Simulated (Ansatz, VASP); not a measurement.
# Two plane-wave programs on GaO3

```xyz
4
Lattice="-2.0756 2.0756 2.0756 2.0756 -2.0756 2.0756 2.0756 2.0756 -2.0756" Properties=species:S:1:pos:R:3 pbc="T T T"
Ga    0.0000    0.0000    0.0000
O     2.0756    0.0000    0.0000
O     0.0000    2.0756    0.0000
O     0.0000    0.0000    2.0756
```

Alike in both runs: task relaxation of cell and atoms; functional PBE; k mesh 16 × 16 × 16; occupations gaussian, width 0.1 eV; no spin polarisation.

|  | VASP | Ansatz |
| --- | --- | --- |
| version | VASP 6.6.1 | Ansatz 0.2.0 |
| potentials or method | VASP PAW PBE potentials, release 64 (Ga_d, O), cutoff 600 eV | scalar-relativistic, plane waves, PAW |
| valence electrons in the cell | 31 | 31 |

Ansatz gave:

| Property | Result |
| --- | --- |
| gap on the k mesh at the Fermi level, each at its own relaxed structure (eV) | none |
| relaxed volume (Å³/atom) | 9.01 |
| relaxed length of the cell vector where the two differ most in proportion (Å) | 3.604 |

Problem. Estimate VASP's values.

Solution. gap on the k mesh at the Fermi level, each at its own relaxed structure (eV): none; relaxed volume (Å³/atom): 9.02; relaxed length of the cell vector where the two differ most in proportion (Å): 3.606.

A gap of «none» marks a metal or a gap that the smearing closes.
